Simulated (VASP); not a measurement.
# Rb (Im-3m) in VASP: further runs

Rb is run at these levels: rpbe exchange, lyp correlation, PBE+D3(BJ), SVWN5, PBE-based screened hybrid with 25 % exact exchange; tasks: single point.

Program: VASP 6.6.1. These are calculated values, not measurements. Logs are shortened: lines on timing, memory, paths and dates and some standing lists are left out, and cuts for length are marked.

## (1) The cell of the first run

Symmetry: Im-3m, No. 229, cubic system. The conventional cell has a = 5.679 Å, b = 5.679 Å, c = 5.679 Å, α = 90.00°, β = 90.00°, γ = 90.00°.

## (2) Single point, rpbe exchange, lyp correlation (91.57 Å³/atom)

File INCAR:

```
SYSTEM = Rb
PREC = Accurate
ENCUT = 500
EDIFF = 1E-6
ISMEAR = -1
SIGMA = 0.01
LREAL = .FALSE.
LASPH = .TRUE.
NELM = 120
ALGO = Normal
ISIF = 2
LWAVE = .FALSE.
LCHARG = .TRUE.
GGA = LIBXC
LIBXC1 = GGA_X_RPBE
LIBXC2 = GGA_C_LYP
LELF = .TRUE.
LVHAR = .TRUE.
NBANDS = 10
GGA_COMPAT = .FALSE.
```

File KPOINTS:

```
Automatic mesh
0
G
  7 7 7
  0 0 0
```

File POSCAR:

```
Rb
1.0
   -2.8393792292      2.8393792292      2.8393792292
    2.8393792292     -2.8393792292      2.8393792292
    2.8393792292      2.8393792292     -2.8393792292
Rb
1
Direct
    0.0000000000      0.0000000000      0.0000000000
```

Potentials or basis: VASP PAW PBE potentials, release 64 (Rb_sv).

The run is started by

```sh
> cat potpaw_PBE.64/Rb_sv/POTCAR > POTCAR
> mpirun -np 1 vasp_std > vasp.out
```

OUTCAR:

```text
SYSTEM = Rb
   PREC = Accurate
   ENCUT = 500
   EDIFF = 1E-6
   ISMEAR = -1
   LREAL = .FALSE.
   LASPH = .TRUE.
   NELM = 120
   ISIF = 2
   GGA = LIBXC

 ion  position               nearest neighbor table
   1  0.000  0.000  0.000-

  LATTYP: Found a body centered cubic cell.
 ALAT       =     5.6787584584

  Lattice vectors:

 A1 = (  -2.8393792292,   2.8393792292,   2.8393792292)
 A2 = (   2.8393792292,  -2.8393792292,   2.8393792292)
 A3 = (   2.8393792292,   2.8393792292,  -2.8393792292)

Analysis of symmetry for initial positions (statically):
=====================================================================
 Subroutine PRICEL returns:
 Original cell was already a primitive cell.

 Routine SETGRP: Setting up the symmetry group for a
 body centered cubic supercell.

 Subroutine GETGRP returns: Found 48 space group operations
 (whereof 48 operations were pure point group operations)
 out of a pool of 48 trial point group operations.

The static configuration has the point symmetry O_h .

Analysis of symmetry for dynamics (positions and initial velocities):
=====================================================================
 Subroutine PRICEL returns:
 Original cell was already a primitive cell.

 Routine SETGRP: Setting up the symmetry group for a
 body centered cubic supercell.

 Subroutine GETGRP returns: Found 48 space group operations
 (whereof 48 operations were pure point group operations)
 out of a pool of 48 trial point group operations.

The dynamic configuration has the point symmetry O_h .

 Subroutine INISYM returns: Found 48 space group operations
 (whereof 48 operations are pure point group operations),
 and found     1 'primitive' translations

----------------------------------------------------------------------------------------

                                     Primitive cell

  volume of cell :      91.5651

  direct lattice vectors                    reciprocal lattice vectors
    -2.839379229  2.839379229  2.839379229     0.000000000  0.176094829  0.176094829
     2.839379229 -2.839379229  2.839379229     0.176094829  0.000000000  0.176094829
     2.839379229  2.839379229 -2.839379229     0.176094829  0.176094829  0.000000000

  length of vectors
     4.917949087  4.917949087  4.917949087     0.249035696  0.249035696  0.249035696

  position of ions in fractional coordinates (direct lattice)
     0.000000000  0.000000000  0.000000000

  ion indices of the primitive-cell ions
   primitive index   ion index
                 1           1

----------------------------------------------------------------------------------------

 KPOINTS: Automatic mesh

Automatic generation of k-mesh.
 Grid dimensions read from file:
 generate k-points for:    7    7    7

 Generating k-lattice:

  Cartesian coordinates                     Fractional coordinates (reciprocal lattice)
     0.000000000  0.025156404  0.025156404     0.142857143  0.000000000  0.000000000
     0.025156404  0.000000000  0.025156404     0.000000000  0.142857143  0.000000000
     0.025156404  0.025156404  0.000000000     0.000000000  0.000000000  0.142857143

  Length of vectors
     0.035576528  0.035576528  0.035576528

  Shift w.r.t. Gamma in fractional coordinates (k-lattice)
     0.000000000  0.000000000  0.000000000

 Subroutine IBZKPT returns following result:
 ===========================================

 Found     20 irreducible k-points:

 Following reciprocal coordinates:
            Coordinates               Weight
  0.000000  0.000000  0.000000      1.000000
  0.142857  0.000000  0.000000     12.000000
  0.285714  0.000000  0.000000     12.000000
  0.428571  0.000000  0.000000     12.000000
  0.142857  0.142857  0.000000     24.000000
  0.285714  0.142857 -0.000000     48.000000
[... 12 lines left out ...]
 -0.428571 -0.428571  0.285714      8.000000
 -0.428571  0.428571  0.428571      6.000000
   k-points           NKPTS =     20   k-points in BZ     NKDIM =     20   number of bands    NBANDS=     10
   number of dos      NEDOS =    301   number of ions     NIONS =      1
   total plane-waves  NPLWV =  46656
   dimension x,y,z NGX =    36 NGY =   36 NGZ =   36
   dimension x,y,z NGXF=    72 NGYF=   72 NGZF=   72
   ions per type =               1
   NGX,Y,Z   is equivalent  to a cutoff of  12.17, 12.17, 12.17 a.u.
   NGXF,Y,Z  is equivalent  to a cutoff of  24.34, 24.34, 24.34 a.u.
 SYSTEM =  Rb
   PREC   = accura    normal or accurate (medium, high low for compatibility)
   ISTART =      0    job   : 0-new  1-cont  2-samecut
   ICHARG =      2    charge: 1-file 2-atom 10-const
   ISPIN  =      1    spin polarized calculation?
   LNONCOLLINEAR =      F non collinear calculations
   LSORBIT =      F    spin-orbit coupling
   LASPH  =      T    aspherical Exc in radial PAW
   ENCUT  =  500.0 eV  36.75 Ry    6.06 a.u.   8.97  8.97  8.97*2*pi/ulx,y,z
   NELM   =    120;   NELMIN=  2; NELMDL= -5     # of ELM steps
   EDIFF  = 0.1E-05   stopping-criterion for ELM
   LREAL  =      F    real-space projection
   EDIFFG = 0.1E-04   stopping-criterion for IOM
   NSW    =      0    number of steps for IOM
   IBRION =     -1    ionic relax: 0-MD 1-quasi-New 2-CG
   NFREE  =      0    steps in history (QN), initial steepest desc. (CG)
   ISIF   =      2    stress and relaxation
   ISYM   =      2    0-nonsym 1-usesym 2-fastsym
   POTIM  = 0.5000    time-step for ionic-motion
   TEBEG  =    0.0;   TEEND  =   0.0 temperature during run
   PSTRESS=    0.0 pullay stress
   NELECT =       9.0000    total number of electrons
   NUPDOWN=      -1.0000    fix difference up-down
   EMIN   =  10.00;   EMAX   =-10.00  energy-range for DOS
   EFERMI =   0.00;   METHOD = LEGACY
   ISMEAR =    -1;   SIGMA  =   0.01  broadening in eV -4-tet -1-fermi 0-gaus
   EFERMI_NEDOS =   21; number of points for ismear=-14 and -15
   IALGO  =     38    algorithm
   IMIX   =      4    mixing-type and parameters
     AMIX     =   0.40;   BMIX     =  1.00
     AMIX_MAG =   1.60;   BMIX_MAG =  1.00
  volume/ion in A,a.u.               =      91.57       617.91
  Fermi-wavevector in a.u.,A,eV,Ry     =   0.755519  1.427725  7.766335  0.570810
  Thomas-Fermi vector in A             =   1.853432
   LORBIT       =      0    0 simple, 1 ext, 2 COOP (PROOUT), +10 PAW based schemes
   GGA     = LIBXC    functional components
   LHFCALC =     F    Hartree Fock is set to
   AEXX    =    0.0000 exact exchange contribution
   IVDW    =     0    specifies the selected vdW correction
   LEPSILON=     F    determine dielectric tensor
   LRPA    =     F    only Hartree local field effects (RPA)
 non-spin polarized calculation
  energy-cutoff  :      500.00
  volume of cell :       91.57
 maximum number of plane-waves:      2346
   NGX = 17   NGY = 17   NGZ = 17

 number of electron       9.0000000 magnetization

 Free energy of the ion-electron system (eV)
  ---------------------------------------------------
  ext. energy  EPLUGINS =         0.00000000
  ---------------------------------------------------
  free energy    TOTEN  =        -0.51556937 eV

  energy without entropy =       -0.51481433  energy(sigma->0) =       -0.51519185

 E-fermi :   0.4905     XC(G=0):  -4.9609

 val. band max:        0.4783841303   @ k =  -0.2857   0.4286   0.1429
 cond. band min:       0.6242385077   @ k =  -0.4286   0.4286   0.1429
 fundamental gap:      0.1458543773
 Fermi energy:         0.4905233059

 k-point     1 :       0.0000    0.0000    0.0000
  band No.  band energies     occupation
      1     -28.5630      2.00000
      2     -12.6125      2.00000
      3     -12.6125      2.00000
      4     -12.6125      2.00000
      5      -1.4411      2.00000
      6       4.0276      0.00000
      7       4.0276      0.00000
      8       4.0276      0.00000
      9       4.9461      0.00000
     10       4.9461      0.00000

 k-point     2 :       0.1429    0.0000    0.0000
  band No.  band energies     occupation
      1     -28.5622      2.00000
      2     -12.6303      2.00000
      3     -12.6184      2.00000
      4     -12.6124      2.00000
      5      -1.2020      2.00000
      6       3.6632      0.00000
      7       3.7603      0.00000
      8       4.2478      0.00000
      9       4.7011      0.00000
     10       4.9009      0.00000

 k-point     3 :       0.2857    0.0000    0.0000
  band No.  band energies     occupation
      1     -28.5605      2.00000
      2     -12.6697      2.00000
      3     -12.6316      2.00000
      4     -12.6124      2.00000
      5      -0.5301      2.00000
      6       2.6903      0.00000
      7       3.3199      0.00000
      8       4.7937      0.00000
      9       4.8876      0.00000
     10       4.9514      0.00000

 k-point     4 :       0.4286    0.0000    0.0000
  band No.  band energies     occupation
      1     -28.5591      2.00000
      2     -12.7007      2.00000
      3     -12.6422      2.00000
      4     -12.6124      2.00000
      5       0.4100      1.99936
      6       1.6919      0.00000
      7       3.0501      0.00000
      8       4.6291      0.00000
      9       5.2860      0.00000
     10       5.8824      0.00000
[... 170 lines left out ...]
 k-point    18 :      -0.4286    0.4286    0.2857
  band No.  band energies     occupation
      1     -28.5571      2.00000
      2     -12.6860      2.00000
      3     -12.6639      2.00000
      4     -12.6541      2.00000
      5       1.1417      0.00000
      6       1.9489      0.00000
      7       3.1314      0.00000
      8       3.4766      0.00000
      9       4.3138      0.00000
     10       5.8181      0.00000

 k-point    19 :      -0.4286   -0.4286    0.2857
  band No.  band energies     occupation
      1     -28.5566      2.00000
      2     -12.6805      2.00000
      3     -12.6805      2.00000
      4     -12.6571      2.00000
      5       1.7274      0.00000
      6       1.7274      0.00000
      7       2.6255      0.00000
      8       4.0816      0.00000
      9       4.0816      0.00000
     10       5.4748      0.00000

 k-point    20 :      -0.4286    0.4286    0.4286
  band No.  band energies     occupation
      1     -28.5560      2.00000
      2     -12.6788      2.00000
      3     -12.6759      2.00000
      4     -12.6759      2.00000
      5       1.6215      0.00000
      6       1.8606      0.00000
      7       3.5148      0.00000
      8       3.7190      0.00000
      9       3.7190      0.00000
     10       5.6102      0.00000

------------------------ aborting loop because EDIFF is reached ----------------------------------------

  FORCE on cell =-STRESS in cart. coord.  units (eV):
  Direction    XX          YY          ZZ          XY          YZ          ZX
  --------------------------------------------------------------------------------------
  -------------------------------------------------------------------------------------
  Total        0.1546211      0.1546211      0.1546211     -0.0000000     -0.0000000      0.0000000
  in kB        2.7055105      2.7055105      2.7055105     -0.0000000     -0.0000000      0.0000000
  external PRESSURE =       2.7055105 kB  Pullay stress =       0.0000000 kB

 VOLUME and BASIS-vectors are now :
 -----------------------------------------------------------------------------
  energy-cutoff  :      500.00
  volume of cell :       91.57
      direct lattice vectors                 reciprocal lattice vectors
    -2.839379229  2.839379229  2.839379229     0.000000000  0.176094829  0.176094829
     2.839379229 -2.839379229  2.839379229     0.176094829  0.000000000  0.176094829
     2.839379229  2.839379229 -2.839379229     0.176094829  0.176094829  0.000000000

 POSITION                                       TOTAL-FORCE (eV/Angst)
 -----------------------------------------------------------------------------------
      0.00000      0.00000      0.00000         0.000000      0.000000     -0.000000
 -----------------------------------------------------------------------------------
    total drift:                               -0.000000     -0.000000      0.000000

  FREE ENERGIE OF THE ION-ELECTRON SYSTEM (eV)
  ---------------------------------------------------
  free  energy   TOTEN  =        -0.5155693710 eV

  energy  without entropy=       -0.5148143262  energy(sigma->0) =       -0.51519185
```

Run time: 9.3 s. Hardware: 1 thread of AMD EPYC 9R45 (Zen 5), shared host; peak memory 0.17 GiB.

Results:

```yaml
Free_energy: -0.5156 eV
Pressure: 0.3 GPa
Band_gap_on_the_k_mesh: zero (an odd number of electrons rules out a gap without spin polarisation)
```

Caveat: the PAW data sets were made with another functional, which shifts forces and pressure a little.

## (3) Single point, PBE+D3(BJ)

This run uses another cell than the first one, of 88.04 Å³/atom.

File INCAR:

```
SYSTEM = Rb
PREC = Accurate ; ENCUT = 500
EDIFF = 1E-6 ; ISMEAR = -1
SIGMA = 0.01 ; LREAL = .False.
LASPH = .True. ; NELM = 120
ALGO = Normal ; ISIF = 2
LWAVE = .False. ; LCHARG = .True.
GGA = PE ; IVDW = 12
LELF = .True. ; LVHAR = .True.
NBANDS = 10 ; GGA_COMPAT = .False.
```

File KPOINTS:

```
Automatic mesh
0
Gamma
  7 7 7
  0 0 0
```

File POSCAR:

```
Rb
1.0
   -2.8025000000      2.8025000000      2.8025000000
    2.8025000000     -2.8025000000      2.8025000000
    2.8025000000      2.8025000000     -2.8025000000
Rb
1
Direct
    0.0000000000      0.0000000000      0.0000000000
```

Potentials or basis: VASP PAW PBE potentials, release 64 (Rb_sv).

The run is started by

```sh
> cat potpaw_PBE.64/Rb_sv/POTCAR > POTCAR
> mpirun -np 1 vasp_std > vasp.out
```

Run time: 14 s. Hardware: 1 thread of Intel Xeon Platinum 8375C at 2.90GHz (Ice Lake), shared host; peak memory 0.2 GiB.

It converged, with:

* Free energy: -1.0421 eV
* Pressure: -0.1 GPa
* Band gap on the k mesh: zero (an odd number of electrons rules out a gap without spin polarisation)
* Dispersion energy per atom: -0.105 eV

Levels at points of the mesh, in eV from the Fermi level:
| k point | band 1 | band 2 | band 3 | band 4 | band 5 | band 6 | band 7 | band 8 | band 9 | band 10 |
| --- | --- | --- | --- | --- | --- | --- | --- | --- | --- | --- |
| (0.00, 0.00, 0.00) | -28.84 | -12.88 | -12.88 | -12.88 | -1.97 | 3.75 | 3.75 | 3.75 | 4.71 | 4.71 |

Caveat: three body term missing.

## (4) Single point, SVWN5

This run uses another cell than the first one, of 88.04 Å³/atom.

File INCAR:

```
ALGO     = Normal         # electronic algorithm
EDIFF    = 1E-6           # SCF threshold, eV
ENCUT    = 500            # plane-wave cutoff, eV
GGA      = VW             # functional
GGA_COMPAT= F            
ISIF     = 2              # what is computed and relaxed
ISMEAR   = 0              # smearing method
LASPH    = T              # aspherical terms in the spheres
LCHARG   = F              # write CHGCAR
LREAL    = F              # projectors in reciprocal space
LWAVE    = F              # write WAVECAR
NBANDS   = 10             # bands
NELM     = 120            # most SCF steps
PREC     = Accurate       # precision mode
SIGMA    = 0.05           # smearing width, eV
```

File KPOINTS:

```
k-points
0
Gamma
  7 7 7
```

POSCAR is that of step 3.

The run is started by

```sh
> cat potpaw_PBE.64/Rb_sv/POTCAR > POTCAR
> mpirun -np 1 vasp_std > vasp.out
```

It took 4.1 s on 1 thread of Intel Xeon 6975P-C (Granite Rapids), shared host; peak memory 0.16 GiB.

Results (log left out):

```
Free energy            : -1.0711 eV
Pressure               : -0.4 GPa
Band gap on the k mesh : zero (an odd number of electrons rules out a gap without spin polarisation)
```

Levels at points of the mesh, in eV from the Fermi level:
| k point | band 1 | band 2 | band 3 | band 4 | band 5 | band 6 | band 7 | band 8 | band 9 | band 10 |
| --- | --- | --- | --- | --- | --- | --- | --- | --- | --- | --- |
| (0.00, 0.00, 0.00) | -28.85 | -12.88 | -12.88 | -12.88 | -2.00 | 3.64 | 3.64 | 3.64 | 4.63 | 4.63 |

Caveat: the PAW data sets were made with another functional, which shifts forces and pressure a little.

## (5) Single point, PBE-based screened hybrid with 25 % exact exchange

This run uses another cell than the first one, of 88.04 Å³/atom.

POSCAR is that of step 4.

File INCAR.step1:

```
PREC = Accurate
ENCUT = 400
EDIFF = 1E-5
ISMEAR = 0
SIGMA = 0.1
LREAL = F
LASPH = T
NELM = 120
ALGO = Normal
ISIF = 2
LWAVE = T
NBANDS = 10
GGA = PE
GGA_COMPAT = F
```

File INCAR.step2:

```
PREC = Accurate
ENCUT = 400
EDIFF = 1E-6
ISMEAR = 0
SIGMA = 0.1
LREAL = F
LASPH = T
NELM = 120
ALGO = Normal
ISIF = 2
LWAVE = F
LCHARG = T
GGA = PE
LHFCALC = T
AEXX = 0.25
HFSCREEN = 0.3
PRECFOCK = Normal
LELF = T
LVHAR = T
NBANDS = 10
ISTART = 1
GGA_COMPAT = F
```

File KPOINTS:

```
regular mesh
0
Gamma
  4 4 4
```

The run is started by

```sh
> cat potpaw_PBE.64/Rb_sv/POTCAR > POTCAR
> cp INCAR.step1 INCAR
> mpirun -np 1 vasp_std > vasp.out
> cp INCAR.step2 INCAR
> mpirun -np 1 vasp_std > vasp.out
```

It took 41 s on 1 thread of Intel Xeon 6975P-C (Granite Rapids), shared host; peak memory 0.27 GiB.

It converged, with:

```yaml
Free_energy: -0.9198 eV
Pressure: 0.3 GPa
Band_gap_on_the_k_mesh: zero (an odd number of electrons rules out a gap without spin polarisation)
```

Levels at points of the mesh, in eV from the Fermi level:
```csv
k point,band 1,band 2,band 3,band 4,band 5,band 6,band 7,band 8,band 9
"(0.00, 0.00, 0.00)",-31.22,-14.11,-14.11,-14.11,-2.17,4.04,4.04,4.04,5.02
"(0.50, 0.00, 0.00)",-31.22,-14.22,-14.15,-14.11,0.30,0.82,2.84,4.67,5.44
"(0.50, 0.50, 0.50)",-31.21,-14.19,-14.19,-14.19,1.38,1.38,3.49,3.49,3.49
```

Caveat: the k points lie up to 0.40 Å⁻¹ apart, too coarse for converged energies and pressures of a metal; the PAW data sets were made with another functional, which shifts forces and pressure a little.

## (6) The runs side by side

| level | cell | k mesh | cutoff (eV) | smearing | grid for exact exchange (PRECFOCK) | share of exact exchange | screening parameter | gap on the mesh (eV) | pressure (GPa) |
| --- | --- | --- | --- | --- | --- | --- | --- | --- | --- |
| rpbe exchange, lyp correlation | a = 4.918 Å, angles 109.5°, 1 atom | 7 × 7 × 7 | 500 | fermi-dirac 0.01 eV | - | - | - | none | 0.3 |
| PBE+D3(BJ) | a = 4.854 Å, angles 109.5°, 1 atom | 7 × 7 × 7 | 500 | fermi-dirac 0.01 eV | - | - | - | none | -0.1 |
| SVWN5 | a = 4.854 Å, angles 109.5°, 1 atom | 7 × 7 × 7 | 500 | gaussian 0.05 eV | - | - | - | none | -0.4 |
| PBE-based screened hybrid with 25 % exact exchange | a = 4.854 Å, angles 109.5°, 1 atom | 4 × 4 × 4 | 400 | gaussian 0.1 eV | Normal | 0.25 | 0.3 1/Å | none | 0.3 |

Alike in all rows: task single point; potentials or basis VASP PAW PBE potentials, release 64 (Rb_sv); no spin polarisation.

Caveats: some runs use coarse meshes; the PAW data sets were made with another functional, which shifts forces and pressure a little (at least some runs); three body term missing (at least some runs).

Absolute energies hang on the potentials; compare differences alone.
